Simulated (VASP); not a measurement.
# SnO2 in VASP: a series of runs, part 2 of 2

VASP 6.6.1. The steps go on from the part before.

**3. Single point, r2SCAN**

Contents of POSCAR:

```
SnO2
1.0
    4.7152035480      0.0000000000      0.0000000000
    0.0000000000      4.7153341882      0.0000000000
    0.0000000000      0.0000000000      3.1869140960
Sn O
2 4
Direct
    0.5000000000      0.5000000000      0.5000000000
    0.0000000000      0.0000000000      0.0000000000
    0.3054772013      0.3055262243      0.0000000000
    0.8054772013      0.1944737757      0.5000000000
    0.1945227987      0.8055262243      0.5000000000
    0.6945227987      0.6944737757      0.0000000000
```

Contents of INCAR.step1:

```
SYSTEM = SnO2
ALGO = Normal
EDIFF = 1E-4
ENCUT = 520
GGA = PE
ISMEAR = 0
LASPH = .True.
LCHARG = .False.
LREAL = .False.
LWAVE = .True.
NBANDS = 35
NELM = 80
PREC = Accurate
SIGMA = 0.02
```

Contents of INCAR.step2:

```
SYSTEM = SnO2
ALGO = Normal
EDIFF = 1E-6
ENCUT = 520
ISIF = 2
ISMEAR = 0
ISTART = 1
LASPH = .True.
LCHARG = .False.
LMIXTAU = .True.
LREAL = .False.
LWAVE = .False.
METAGGA = R2SCAN
NBANDS = 35
NELM = 80
PREC = Accurate
SIGMA = 0.02
```

Contents of KPOINTS:

```
k-points
0
Gamma
  6 6 8
  0 0 0
```

Potentials or basis: VASP PAW PBE potentials, release 64 (Sn_d, O).

Run with:

```sh
> cat potpaw_PBE.64/Sn_d/POTCAR potpaw_PBE.64/O/POTCAR > POTCAR
> cp INCAR.step1 INCAR
> mpirun -np 1 vasp_std > vasp.out
> cp INCAR.step2 INCAR
> mpirun -np 1 vasp_std > vasp.out
```

Run time: 7.8 min. Hardware: 1 thread of Intel Xeon 8259CL, shared host; peak memory 0.28 GiB.

The run converged. Its results:

* Free energy: -84.5902 eV
* Pressure: 6.2 GPa
* Largest force: 0.019 eV/Å
* Band gap on the k mesh: 2.06 eV

Forces on the atoms (eV/Å):
```
Sn   0.000  0.000  0.000
Sn   0.000  0.000  0.000
O   -0.013 -0.013  0.000
O   -0.013  0.013  0.000
O    0.013 -0.013  0.000
O    0.013  0.013  0.000
```

Stress tensor (GPa, compression positive):
```
6.02 0.00 0.00
0.00 6.02 0.00
0.00 0.00 6.54
```

Levels at points of the mesh, in eV from the valence-band top:
| k point | band 22 | band 23 | band 24 | band 25 | band 26 | band 27 | band 28 | band 29 | band 30 | band 31 |
| --- | --- | --- | --- | --- | --- | --- | --- | --- | --- | --- |
| (0.00, 0.00, 0.00) | -1.22 | -1.22 | -0.79 | -0.79 | 0.00 | 2.06 | 7.00 | 7.15 | 7.15 | 11.23 |
| (0.50, 0.00, 0.00) | -2.01 | -1.17 | -1.17 | -0.63 | -0.63 | 5.27 | 5.27 | 7.92 | 7.92 | 12.20 |
| (0.00, 0.50, 0.00) | -2.01 | -1.17 | -1.17 | -0.63 | -0.63 | 5.27 | 5.27 | 7.92 | 7.92 | 12.20 |
| (0.50, 0.50, 0.00) | -2.02 | -1.30 | -1.30 | -0.94 | -0.94 | 5.71 | 5.71 | 8.38 | 8.38 | 12.21 |
| (0.00, 0.00, 0.50) | -2.62 | -1.73 | -1.73 | -1.30 | -1.30 | 7.15 | 7.15 | 10.72 | 10.72 | 11.69 |
| (0.50, 0.00, 0.50) | -1.76 | -1.15 | -1.15 | -0.66 | -0.66 | 7.44 | 7.44 | 9.08 | 9.08 | 12.11 |
| (0.00, 0.50, 0.50) | -1.76 | -1.15 | -1.15 | -0.66 | -0.66 | 7.44 | 7.44 | 9.08 | 9.08 | 12.11 |
| (0.50, 0.50, 0.50) | -2.32 | -0.97 | -0.97 | -0.87 | -0.87 | 5.76 | 5.76 | 9.79 | 9.79 | 12.10 |

Caveat: the cell stands under pressure; the PAW data sets were made with another functional, which shifts forces and pressure a little; spin-orbit coupling is left out, which moves the levels of the heavy elements.

**4. Single point, r2SCAN**

This run uses another cell than the first one, of 11.97 Å³/atom.

Contents of POSCAR:

```
SnO2
1.0
    4.7424589649      0.0000000000      0.0000000000
    0.0000000000      4.7426250360      0.0000000000
    0.0000000000      0.0000000000      3.1941747601
Sn O
2 4
Direct
    0.5000000000      0.5000000000      0.5000000000
    0.0000000000      0.0000000000      0.0000000000
    0.3057450903      0.3058098739      0.0000000000
    0.8057450903      0.1941901261      0.5000000000
    0.1942549097      0.8058098739      0.5000000000
    0.6942549097      0.6941901261      0.0000000000
```

Contents of INCAR.step1:

```
  PREC = Accurate
  ENCUT = 520
  ISMEAR = 0
  SIGMA = 0.02
  LREAL = False
  LASPH = True
  NELM = 60
  NBANDS = 35
  GGA = PE
  ALGO = Normal
  EDIFF = 1E-4
  LWAVE = True
  LCHARG = False
```

Contents of INCAR.step2:

```
  PREC = Accurate
  ENCUT = 520
  EDIFF = 1E-7
  ISMEAR = 0
  SIGMA = 0.02
  LREAL = False
  LASPH = True
  NELM = 60
  ALGO = Normal
  ISIF = 2
  LWAVE = False
  LCHARG = True
  METAGGA = R2SCAN
  LMIXTAU = True
  LELF = True
  LVHAR = True
  NBANDS = 35
  ISTART = 1
```

Contents of KPOINTS:

```
regular mesh
0
Gamma
  6 6 8
```

Run with:

```sh
> cat potpaw_PBE.64/Sn_d/POTCAR potpaw_PBE.64/O/POTCAR > POTCAR
> cp INCAR.step1 INCAR
> mpirun -np 1 vasp_std > vasp.out
> cp INCAR.step2 INCAR
> mpirun -np 1 vasp_std > vasp.out
```

Wall time 8.9 min (1 thread of Intel Xeon 8259CL, shared host); peak memory 0.29 GiB.

Results (log left out):

```yaml
Free_energy: -84.6197 eV
Pressure: 3.1 GPa
Largest_force: 0.034 eV/Å
Band_gap_on_the_k_mesh: 1.90 eV
```

Forces in eV/Å, atoms in the order of the input:
```
Sn   0.000  0.000  0.000
Sn   0.000  0.000  0.000
O   -0.024 -0.024  0.000
O   -0.024  0.024  0.000
O    0.024 -0.024  0.000
O    0.024  0.024  0.000
```

Stress tensor (GPa, compression positive):
```
2.90 0.00 0.00
0.00 2.90 0.00
0.00 0.00 3.56
```

Levels at points of the mesh, in eV from the valence-band top:
```csv
k point,band 23,band 24,band 25,band 26,band 27,band 28,band 29,band 30
"(0.00, 0.00, 0.00)",-1.22,-0.78,-0.78,0.00,1.90,6.89,7.09,7.09
"(0.50, 0.00, 0.00)",-1.17,-1.17,-0.63,-0.63,5.11,5.11,7.85,7.85
"(0.00, 0.50, 0.00)",-1.17,-1.17,-0.63,-0.63,5.11,5.11,7.86,7.86
"(0.50, 0.50, 0.00)",-1.30,-1.30,-0.93,-0.93,5.55,5.55,8.29,8.29
"(0.00, 0.00, 0.50)",-1.69,-1.69,-1.28,-1.28,6.99,6.99,10.60,10.60
"(0.50, 0.00, 0.50)",-1.12,-1.12,-0.68,-0.68,7.27,7.27,8.94,8.94
"(0.00, 0.50, 0.50)",-1.12,-1.12,-0.68,-0.68,7.27,7.27,8.94,8.94
"(0.50, 0.50, 0.50)",-0.96,-0.96,-0.86,-0.86,5.62,5.62,9.70,9.70
```

Caveat: the cell stands under pressure; the PAW data sets were made with another functional, which shifts forces and pressure a little; spin-orbit coupling is left out, which moves the levels of the heavy elements.

**5. Single point, r2SCAN (biaxial strain in the a-b plane: +4.0 %)**

Contents of POSCAR:

```
SnO2
1.0
    4.9503353745      0.0000000000      0.0000000000
    0.0000000000      4.9503353745      0.0000000000
    0.0000000000      0.0000000000      3.1238936973
Sn O
2 4
Direct
    0.5000000000      0.5000000000      0.5000000000
    0.0000000000      0.0000000000      0.0000000000
    0.3062020483      0.3062020483      0.0000000000
    0.8062020483      0.1937979517      0.5000000000
    0.1937979517      0.8062020483      0.5000000000
    0.6937979517      0.6937979517      0.0000000000
```

Contents of INCAR.step1:

```
SYSTEM = SnO2
PREC = Accurate
ENCUT = 520
ISMEAR = 0
SIGMA = 0.02
LREAL = .FALSE.
LASPH = .TRUE.
NELM = 100
NBANDS = 35
GGA = PE
ALGO = Normal
EDIFF = 1E-4
LWAVE = .TRUE.
LCHARG = .FALSE.
```

Contents of INCAR.step2:

```
SYSTEM = SnO2
PREC = Accurate
ENCUT = 520
EDIFF = 1E-6
ISMEAR = 0
SIGMA = 0.02
LREAL = .FALSE.
LASPH = .TRUE.
NELM = 100
ALGO = Normal
ISIF = 2
LWAVE = .FALSE.
LCHARG = .TRUE.
METAGGA = R2SCAN
LMIXTAU = .TRUE.
LELF = .TRUE.
LVHAR = .TRUE.
NBANDS = 35
ISTART = 1
```

Contents of KPOINTS:

```
Automatic mesh
0
G
  6 6 8
  0 0 0
```

Run with:

```sh
> cat potpaw_PBE.64/Sn_d/POTCAR potpaw_PBE.64/O/POTCAR > POTCAR
> cp INCAR.step1 INCAR
> mpirun -np 1 vasp_std > vasp.out
> cp INCAR.step2 INCAR
> mpirun -np 1 vasp_std > vasp.out
```

Run time: 4.7 min. Hardware: 1 thread of Intel Xeon 6975P-C (Granite Rapids), shared host; peak memory 0.26 GiB.

Results (log left out):

| Property | Result |
| --- | --- |
| Free energy | -84.4349 eV |
| Pressure | -6.6 GPa |
| Largest force | 0.073 eV/Å |
| Band gap on the k mesh | 1.41 eV |

Forces on the atoms (eV/Å):
```
Sn   0.000  0.000  0.000
Sn   0.000  0.000  0.000
O    0.052  0.052  0.000
O    0.052 -0.052  0.000
O   -0.052  0.052  0.000
O   -0.052 -0.052  0.000
```

Stress tensor (GPa, compression positive):
```
-10.50   0.00   0.00
  0.00 -10.50   0.00
  0.00   0.00   1.28
```

Levels at points of the mesh, in eV from the valence-band top:
| k point | band 22 | band 23 | band 24 | band 25 | band 26 | band 27 | band 28 | band 29 | band 30 | band 31 |
| --- | --- | --- | --- | --- | --- | --- | --- | --- | --- | --- |
| (0.00, 0.00, 0.00) | -1.07 | -1.07 | -0.80 | -0.80 | 0.00 | 1.41 | 6.85 | 7.17 | 7.17 | 10.68 |
| (0.50, 0.00, 0.00) | -1.94 | -1.03 | -1.03 | -0.65 | -0.65 | 4.49 | 4.49 | 7.98 | 7.98 | 10.89 |
| (0.50, 0.50, 0.00) | -1.80 | -1.12 | -1.12 | -0.97 | -0.97 | 5.03 | 5.03 | 8.14 | 8.14 | 10.93 |
| (0.00, 0.00, 0.50) | -2.53 | -1.49 | -1.49 | -1.19 | -1.19 | 6.29 | 6.29 | 9.90 | 9.90 | 10.99 |
| (0.50, 0.00, 0.50) | -1.64 | -1.06 | -1.06 | -0.83 | -0.83 | 6.49 | 6.49 | 8.04 | 8.04 | 12.05 |
| (0.50, 0.50, 0.50) | -2.48 | -0.95 | -0.95 | -0.86 | -0.86 | 4.94 | 4.94 | 9.30 | 9.30 | 11.38 |

Caveat: the cell differs from its parent crystal (biaxial strain in the a-b plane: +4.0 %); the cell stands under tension; the PAW data sets were made with another functional, which shifts forces and pressure a little; spin-orbit coupling is left out, which moves the levels of the heavy elements.

**6. Summary**

| cell | gap on the mesh (eV) | pressure (GPa) | largest force (eV/Å) |
| --- | --- | --- | --- |
| a = 4.715, b = 4.715, c = 3.187 Å, 6 atoms | 2.06 | 6.2 | 0.02 |
| a = 4.742, b = 4.743, c = 3.194 Å, 6 atoms | 1.90 | 3.1 | 0.03 |
| a = 4.950, b = 4.950, c = 3.124 Å, 6 atoms | 1.41 | -6.6 | 0.07 |

Alike in all rows: task single point; level r2SCAN; potentials or basis VASP PAW PBE potentials, release 64 (Sn_d, O); no spin polarisation; k mesh 6 × 6 × 8; cutoff (eV) 520; smearing gaussian 0.02 eV.

Caveats: the PAW data sets were made with another functional, which shifts forces and pressure a little; spin-orbit coupling is left out, which moves the levels of the heavy elements; the cell stands under pressure (at least some runs); the cell stands under tension (at least some runs).

Total energies depend on the potentials used, so only differences within one code and one set of settings carry meaning.
